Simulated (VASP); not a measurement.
Input of a VASP 6.6.1 run:

The input INCAR:

```
PREC = Accurate
ENCUT = 520
EDIFF = 1E-7
ISMEAR = 0
SIGMA = 0.05
LREAL = False
LASPH = True
NELM = 60
ALGO = Fast
ISIF = 2
LWAVE = False
LCHARG = False
GGA = CA
NBANDS = 40
NELECT = 56.0
```

KPOINTS

```
Automatic mesh
0
Gamma
  6 6 6
```

The input POSCAR:

```
Mg4HO8
1.0
   -3.1159510607     -1.7989951837      3.4255732540
    3.1159510607     -1.7989951837      3.4255732540
    0.0000000000      3.5979903674      3.4255732540
Mg O H
4 8 1
Direct
    0.0035037673      0.0093951835     -0.0125515713
    0.5035625445      0.5090597946     -0.0129852755
    0.5026453996      0.0091379543      0.4867411090
    0.0034135665      0.5100459975      0.4866186248
    0.4404497022      0.4462957485      0.4138781723
    0.8943864073      0.9015613368      0.3789355590
    0.9297622445      0.4467858510      0.9242164638
    0.4403477218      0.9354005423      0.9241411571
    0.5667427490      0.5726671338      0.5602758539
    0.1114662894      0.1187772061      0.5960623627
    0.0775298351      0.5727296032      0.0495698607
    0.5665700157      0.0824596537      0.0499635987
    1.0013071562      1.0107047272      0.4884881504
```

Potentials or basis: VASP PAW LDA potentials, release 64 (Mg, O, H).

Run with:

```bash
$ cat potpaw_LDA.64/Mg/POTCAR potpaw_LDA.64/O/POTCAR potpaw_LDA.64/H/POTCAR > POTCAR
$ mpirun -np 1 vasp_std > vasp.out
```

Question: What does it give for the largest force?

Answer: 0.541 eV/Å.

Forces in eV/Å, atoms in the order of the input:
```
Mg   0.006 -0.001  0.005
Mg  -0.003 -0.001  0.002
Mg   0.006  0.006  0.014
Mg   0.001  0.005  0.012
O    0.001 -0.044 -0.539
O   -0.004  0.000 -0.059
O    0.021  0.013 -0.523
O   -0.028  0.012 -0.517
O    0.000  0.042  0.518
O   -0.009 -0.007  0.050
O   -0.026 -0.005  0.516
O    0.035 -0.018  0.525
H    0.001 -0.001 -0.005
```

Caveat: the cell carries a net charge on a neutralising background, which shifts energy and pressure.
